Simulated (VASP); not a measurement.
# InGa2O (P4/mmm) in VASP: a series of runs, part 2 of 2

VASP 6.6.1.

**5. Single point, PBE, collinear spin, ferromagnetic start**

The input, INCAR:

```
  PREC = Accurate
  ENCUT = 520
  EDIFF = 1E-6
  ISMEAR = 0
  SIGMA = 0.1
  LREAL = False
  LASPH = True
  NELM = 150
  ALGO = Normal
  ISIF = 2
  LWAVE = False
  LCHARG = False
  ISPIN = 2
  MAGMOM = 0 0 0 1
  LORBIT = 11
  GGA = PE
  NBANDS = 34
```

The input, KPOINTS:

```
Automatic mesh
0
Gamma
  6 6 2
```

The input, POSCAR:

```
InGa2O
1.0
    2.8374904200      0.0000000000      0.0000000000
    0.0000000000      2.8374904200      0.0000000000
    0.0000000000      0.0000000000      9.7703887700
In Ga O
1 2 1
Direct
    0.0000000000      0.0000000000      0.5000000000
    0.0000000000      0.0000000000      0.8514815000
    0.0000000000      0.0000000000      0.1485185000
    0.0000000000      0.0000000000      0.0000000000
```

Command:

```bash
$ cat potpaw_PBE.64/In_d/POTCAR potpaw_PBE.64/Ga_d/POTCAR potpaw_PBE.64/O/POTCAR > POTCAR
$ mpirun -np 1 vasp_std > vasp.out
```

Wall time 50 s (1 thread of Intel Xeon 6975P-C (Granite Rapids), shared host); peak memory 0.29 GiB.

It converged, with:

```yaml
Free_energy: -9.3071 eV
Pressure: 41.5 GPa
Largest_force: 19.738 eV/Å
Net_moment: 0.00 μB per cell
Valence_electrons_inside_the_program's_atomic_spheres: In 11.41; Ga 12.41; O 5.47
```

Forces on the atoms (eV/Å):
```
In    0.000   0.000   0.000
Ga    0.000   0.000 -19.738
Ga    0.000   0.000  19.738
O     0.000   0.000   0.000
```

Stress tensor (GPa, compression positive):
```
  5.67   0.00   0.00
  0.00   5.67   0.00
  0.00   0.00 113.15
```

Levels at points of the mesh, in eV from the Fermi level:
Spin up:
```csv
k point,band 19,band 20,band 21,band 22,band 23,band 24,band 25,band 26
"(0.00, 0.00, 0.00)",-5.86,-4.77,-4.77,-4.68,-0.16,2.92,7.90,8.64
"(0.50, 0.00, 0.00)",-4.51,-4.41,-3.27,-2.22,-1.98,-1.81,0.08,3.38
"(0.50, 0.50, 0.00)",-6.85,0.19,0.19,0.31,0.69,0.69,1.65,2.81
"(0.00, 0.00, 0.50)",-6.55,-4.77,-4.77,-3.59,-1.20,4.48,5.49,8.92
"(0.50, 0.00, 0.50)",-4.51,-4.26,-3.40,-2.93,-1.90,-0.67,-0.20,2.66
"(0.50, 0.50, 0.50)",-6.85,-0.01,-0.01,0.52,1.07,1.07,1.07,2.56
```
Spin down:
```csv
k point,band 18,band 19,band 20,band 21,band 22,band 23,band 24,band 25,band 26,band 27
"(0.00, 0.00, 0.00)",-9.02,-5.86,-4.77,-4.77,-4.68,-0.16,2.92,7.90,8.64,9.13
"(0.50, 0.00, 0.00)",-7.76,-4.51,-4.41,-3.27,-2.22,-1.98,-1.81,0.08,3.38,4.98
"(0.50, 0.50, 0.00)",-6.85,-6.85,0.19,0.19,0.31,0.69,0.69,1.65,2.81,2.81
"(0.00, 0.00, 0.50)",-8.86,-6.55,-4.77,-4.77,-3.59,-1.20,4.48,5.49,8.92,8.92
"(0.50, 0.00, 0.50)",-7.75,-4.51,-4.26,-3.40,-2.93,-1.90,-0.67,-0.20,2.66,5.26
"(0.50, 0.50, 0.50)",-6.85,-6.85,-0.01,-0.01,0.52,1.07,1.07,1.07,2.56,2.56
```

Caveat: the k points lie up to 0.37 Å⁻¹ apart; spin-orbit coupling is left out, which moves the levels of the heavy elements; forces of over 1 eV/Å act on the atoms, so gaps and moduli don't describe the material at rest.

**6. Single point, PBE, collinear spin, ferromagnetic start**

This run uses another cell than the first one, of 23.66 Å³/atom, 1.203 times its volume.

The input, INCAR:

```
SYSTEM = InGa2O
  PREC = Accurate
  ENCUT = 520
  EDIFF = 1E-7
  ISMEAR = 0
  SIGMA = 0.1
  LREAL = .FALSE.
  LASPH = .TRUE.
  NELM = 150
  ALGO = Normal
  ISIF = 2
  LWAVE = .FALSE.
  LCHARG = .FALSE.
  ISPIN = 2
  MAGMOM = 0 0 0 1
  LORBIT = 11
  GGA = PE
  NBANDS = 34
```

The input, KPOINTS:

```
regular mesh
0
G
  6 6 2
  0 0 0
```

The input, POSCAR:

```
InGa2O
1.0
    3.1105039691      0.0000000000      0.0000000000
    0.0000000000      3.1105039691      0.0000000000
    0.0000000000      0.0000000000      9.7799474548
In Ga O
1 2 1
Direct
    0.0000000000      0.0000000000      0.5000000000
    0.0000000000      0.0000000000      0.8172621829
    0.0000000000      0.0000000000      0.1827378171
    0.0000000000      0.0000000000      0.0000000000
```

Potentials or basis: VASP PAW PBE potentials, release 64 (In_d, Ga_d, O).

Command:

```bash
$ cat potpaw_PBE.64/In_d/POTCAR potpaw_PBE.64/Ga_d/POTCAR potpaw_PBE.64/O/POTCAR > POTCAR
$ mpirun -np 1 vasp_std > vasp.out
```

Wall time 58 s (1 thread of Intel Xeon 6975P-C (Granite Rapids), shared host); peak memory 0.3 GiB.

Results (log left out):

| Item | Value |
| --- | --- |
| Free energy | -14.5650 eV |
| Pressure | 0.2 GPa |
| Largest force | 0.017 eV/Å |
| Net moment | 0.00 μB per cell |
| Valence electrons inside the program's atomic spheres | In 11.31; Ga 11.59; O 5.02 |

Forces on the atoms (eV/Å):
```
In   0.000  0.000  0.000
Ga   0.000  0.000 -0.017
Ga   0.000  0.000  0.017
O    0.000  0.000  0.000
```

Stress tensor (GPa, compression positive):
```
0.14 0.00 0.00
0.00 0.14 0.00
0.00 0.00 0.28
```

Levels at points of the mesh, in eV from the Fermi level:
Spin up:
```
           k point  band 19  band 20  band 21  band 22  band 23  band 24  band 25  band 26
(0.00, 0.00, 0.00)    -5.01    -4.07    -1.85    -1.85     1.27     3.48     7.31     7.31
(0.50, 0.00, 0.00)    -4.27    -2.35    -2.29    -2.05    -1.67    -1.30     0.69     3.83
(0.50, 0.50, 0.00)    -3.47    -1.81    -0.13     0.12     0.12     0.91     0.91     1.41
(0.00, 0.00, 0.50)    -6.36    -2.51    -1.85    -1.85    -0.28     5.86     5.89     6.97
(0.50, 0.00, 0.50)    -4.24    -3.74    -2.64    -1.67    -0.53    -0.46     0.03     2.51
(0.50, 0.50, 0.50)    -3.46    -1.43    -1.02    -0.12    -0.12     1.71     1.71     1.99
```
Spin down:
```
           k point  band 18  band 19  band 20  band 21  band 22  band 23  band 24  band 25  band 26  band 27
(0.00, 0.00, 0.00)    -8.08    -5.01    -4.07    -1.85    -1.85     1.27     3.48     7.31     7.31     7.49
(0.50, 0.00, 0.00)    -4.95    -4.27    -2.35    -2.29    -2.05    -1.67    -1.30     0.69     3.83     5.49
(0.50, 0.50, 0.00)    -3.47    -3.47    -1.81    -0.13     0.12     0.12     0.91     0.91     1.41     2.64
(0.00, 0.00, 0.50)    -7.28    -6.36    -2.51    -1.85    -1.85    -0.28     5.86     5.89     6.97     6.97
(0.50, 0.00, 0.50)    -4.50    -4.24    -3.74    -2.64    -1.67    -0.53    -0.46     0.03     2.51     5.87
(0.50, 0.50, 0.50)    -3.46    -3.46    -1.43    -1.02    -0.12    -0.12     1.71     1.71     1.99     1.99
```

Caveat: spin-orbit coupling is left out, which moves the levels of the heavy elements.

**7. Single point, PBE**

This run uses another cell than the first one, of 23.01 Å³/atom, 1.170 times its volume.

The input, INCAR:

```
SYSTEM = InGa2O
PREC = Accurate
ENCUT = 520
EDIFF = 1E-6
ISMEAR = 0
SIGMA = 0.1
LREAL = .FALSE.
LASPH = .TRUE.
NELM = 80
ALGO = Normal
ISIF = 2
LWAVE = .FALSE.
LCHARG = .FALSE.
GGA = PE
NBANDS = 30
```

The input, KPOINTS:

```
regular mesh
0
G
  14 14 6
  0 0 0
```

The input, POSCAR:

```
InGa2O
1.0
    3.1111084372      0.0000000000      0.0000000000
    0.0000000000      3.1111084372      0.0000000000
    0.0000000000      0.0000000000      9.5075916499
In Ga O
1 2 1
Direct
    0.0000000000      0.0000000000      0.5000000000
    0.0000000000      0.0000000000      0.8121657697
    0.0000000000      0.0000000000      0.1878342303
    0.0000000000      0.0000000000      0.0000000000
```

Command:

```bash
$ cat potpaw_PBE.64/In_d/POTCAR potpaw_PBE.64/Ga_d/POTCAR potpaw_PBE.64/O/POTCAR > POTCAR
$ mpirun -np 1 vasp_std > vasp.out
```

It took 2.9 min on 1 thread of Intel Xeon 6975P-C (Granite Rapids), shared host; peak memory 0.46 GiB.

Results (log left out):

```
Free energy   : -14.6772 eV
Pressure      : 0.0 GPa
Largest force : 0.018 eV/Å
```

Forces in eV/Å, atoms in the order of the input:
```
In   0.000  0.000  0.000
Ga   0.000  0.000 -0.018
Ga   0.000  0.000  0.018
O    0.000  0.000  0.000
```

Stress tensor (GPa, compression positive):
```
-0.07  0.00  0.00
 0.00 -0.07  0.00
 0.00  0.00  0.09
```

Levels at points of the mesh, in eV from the Fermi level:
| k point | band 18 | band 19 | band 20 | band 21 | band 22 | band 23 | band 24 | band 25 | band 26 | band 27 |
| --- | --- | --- | --- | --- | --- | --- | --- | --- | --- | --- |
| (0.00, 0.00, 0.00) | -8.15 | -4.71 | -4.14 | -1.86 | -1.86 | 1.72 | 3.81 | 7.22 | 7.22 | 7.47 |
| (0.50, 0.00, 0.00) | -5.08 | -4.29 | -2.42 | -2.28 | -1.71 | -1.67 | -1.31 | 0.87 | 4.29 | 5.80 |
| (0.50, 0.50, 0.00) | -3.48 | -3.48 | -1.99 | -0.32 | 0.14 | 0.14 | 0.90 | 0.90 | 1.80 | 2.84 |
| (0.00, 0.00, 0.50) | -7.16 | -6.44 | -2.25 | -1.86 | -1.86 | -0.01 | 6.29 | 6.36 | 6.87 | 6.87 |
| (0.50, 0.00, 0.50) | -4.54 | -4.24 | -3.86 | -2.65 | -1.67 | -0.31 | -0.12 | 0.03 | 2.78 | 6.19 |
| (0.50, 0.50, 0.50) | -3.47 | -3.47 | -1.58 | -1.18 | -0.17 | -0.17 | 1.94 | 1.94 | 1.98 | 1.98 |

Caveat: spin-orbit coupling is left out, which moves the levels of the heavy elements; an odd number of electrons without spin polarisation forces a metal; a magnetic or distorted state may lie lower.

**8. The runs side by side**

| task | spin | cell | k mesh | cutoff (eV) | gap on the mesh (eV) | pressure (GPa) | moment (μB) | largest force (eV/Å) |
| --- | --- | --- | --- | --- | --- | --- | --- | --- |
| single point | off | a = 2.837, b = 2.837, c = 9.770 Å, 4 atoms | 6 × 6 × 2 | 520 | none | 41.4 | - | 19.74 |
| single point | off | a = 3.111, b = 3.111, c = 9.780 Å, 4 atoms | 6 × 6 × 2 | 520 | none | 0.2 | - | 0.02 |
| relaxation of cell and atoms | off | relaxed from a = 2.837, b = 2.837, c = 9.770 Å, 4 atoms | 6 × 6 × 2 | 600 | none | 0.0 | - | - |
| single point | collinear, ferromagnetic start | a = 2.837, b = 2.837, c = 9.770 Å, 4 atoms | 6 × 6 × 2 | 520 | none | 41.5 | 0.00 | 19.74 |
| single point | collinear, ferromagnetic start | a = 3.111, b = 3.111, c = 9.780 Å, 4 atoms | 6 × 6 × 2 | 520 | none | 0.2 | 0.00 | 0.02 |
| single point | off | a = 3.111, b = 3.111, c = 9.508 Å, 4 atoms | 14 × 14 × 6 | 520 | none | 0.0 | - | 0.02 |

Alike in all rows: level PBE; potentials or basis VASP PAW PBE potentials, release 64 (In_d, Ga_d, O); smearing gaussian 0.1 eV.

Caveats: some runs use coarse meshes; spin-orbit coupling is left out, which moves the levels of the heavy elements; an odd number of electrons without spin polarisation forces a metal (some runs); a magnetic or distorted state may lie lower (some runs); the volume moved by over 15 % at a fixed basis, so the end points are rough (some runs); forces of over 1 eV/Å act on the atoms, so gaps and moduli don't describe the material at rest (some runs).

Total energies depend on the potentials used, so only differences within one code and one set of settings carry meaning.
